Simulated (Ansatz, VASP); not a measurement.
## Two plane-wave programs on C

File INCAR:

```
PREC = Accurate
ENCUT = 520
EDIFF = 1E-6
ISMEAR = 0
SIGMA = 0.1
LREAL = False
LASPH = True
NELM = 150
ALGO = Normal
ISIF = 2
LWAVE = False
LCHARG = True
ISPIN = 2
MAGMOM = 1 1 1 1
LORBIT = 11
GGA = PE
IVDW = 12
LELF = True
LVHAR = True
NBANDS = 20
```

Contents of KPOINTS:

```
Automatic mesh
0
Gamma
  12 12 4
```

The input POSCAR:

```
C
1.0
    1.2280479700     -2.1270618200      0.0000000000
    1.2280479700      2.1270618200      0.0000000000
    0.0000000000      0.0000000000      7.1732677600
C
4
Direct
    0.0833794600      0.9166205400      0.7531376000
    0.5833794600      0.4166205400      0.2468624000
    0.9166205400      0.0833794600      0.2468624000
    0.4166205400      0.5833794600      0.7531376000
```

Input for Ansatz:

```yaml
crystal:
  lattice:
    - [1.22804797, -2.12706182, 0.0]
    - [1.22804797, 2.12706182, 0.0]
    - [0.0, 0.0, 7.17326776]
  atoms:
    - { symbol: C, position: [0.08337946, 0.91662054, 0.7531376], spin: 1.0 }
    - { symbol: C, position: [0.58337946, 0.41662054, 0.2468624], spin: 1.0 }
    - { symbol: C, position: [0.91662054, 0.08337946, 0.2468624], spin: 1.0 }
    - { symbol: C, position: [0.41662054, 0.58337946, 0.7531376], spin: 1.0 }
basis:
  ecutwfc: 420
kpoints:
  mp_grid: { grid: [12, 12, 4] }
hamiltonian:
  xc: pbe
  dispersion: d3bj
scf:
  occupations: { method: gaussian, width: 0.1 }
  lower_state_search: "off"
output:
  forces: true
  stress: true
  eigenvalues: true
  populations: true
magnetization:
  spin_polarized: true
```

Alike in both runs: task single point; functional PBE; dispersion D3(BJ); k mesh 12 × 12 × 4; occupations gaussian, width 0.1 eV; collinear spin.

|  | VASP | Ansatz |
| --- | --- | --- |
| version | VASP 6.6.1 | Ansatz 0.2.0 |
| potentials or method | VASP PAW PBE potentials, release 64 (C), cutoff 520 eV | scalar-relativistic, plane waves, PAW |
| valence electrons in the cell | 16 | 16 |

```tsv
	VASP	Ansatz	Ansatz less VASP
gap on the k mesh at the Fermi level (eV)	0.02	0.02	0.000
least direct gap on the mesh (eV)	0.02	0.02	0.000
pressure (GPa)	3.1	2.7	-0.43
traceless stress, the component that is largest in VASP (GPa)	-4.53	-4.03	+0.498
rms of the force components (eV/Å)	0.014	0.014	0.0000
net moment per atom (μB)	0.00	0.00	0.000
```

Atom by atom the forces differ by 0.000 eV/Å (rms over components). Ansatz's warnings: seeded moment not kept.
